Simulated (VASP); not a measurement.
Write the native input for VASP 6.6.1 that does the following.

```
Task                   : single point
Functional             : PBE
Potentials or basis    : VASP PAW PBE potentials, release 64 (Zn, Se)
Cutoff                 : 520 eV
k mesh                 : 12 × 12 × 2
Occupations            : gaussian, width 0.1 eV
Spin                   : no spin polarisation
Dipole correction      : no
Further INCAR settings : ALGO = Normal; EDIFF = 1e-06; NBANDS = 37
```

The structure of ZnSe7 lies in POSCAR:

```
ZnSe7
1.0
    3.8668314470      0.0000000000      0.0000000000
   -1.9334157235      3.3487742653      0.0000000000
    0.0000000000      0.0000000000     15.8768647793
Zn Se
1 7
Direct
    0.0000000000      0.0000000000      0.1425737665
    0.0000000000      0.0000000000      0.9744766046
    0.3333333333      0.6666666667      0.1932447139
    0.3333333333      0.6666666667      0.8772456108
    0.0000000000      0.0000000000      0.4962040514
    0.3333333333      0.6666666667      0.5929875580
    0.6666666667      0.3333333333      0.4007998114
    0.6666666667      0.3333333333      0.7814678834
```

One way to write it, as run:

INCAR

```
ALGO = Normal ; EDIFF = 1E-6
ENCUT = 520 ; GGA = PE
ISIF = 2 ; ISMEAR = 0
LASPH = T ; LCHARG = T
LELF = T ; LREAL = F
LVHAR = T ; LWAVE = F
NBANDS = 37 ; NELM = 100
PREC = Accurate ; SIGMA = 0.1
```

KPOINTS

```
k-points
0
Gamma
  12 12 2
```

Potentials or basis: VASP PAW PBE potentials, release 64 (Zn, Se).

Launch:

```sh
$ cat potpaw_PBE.64/Zn/POTCAR potpaw_PBE.64/Se/POTCAR > POTCAR
$ mpirun -np 1 vasp_std > vasp.out
```

Results of the run:

```yaml
Pressure: 0.1 GPa
Largest_force: 0.018 eV/Å
Band_gap_on_the_k_mesh: zero (bands 27 and 28 overlap by 0.07 eV)
```

Caveat: semilocal functionals underestimate gaps, and a narrow one can read as zero.

It took 3.1 min on 1 thread of Intel(R) Xeon(R) 6975P-C (Granite Rapids), on a shared host, peak memory 0.46 GiB.
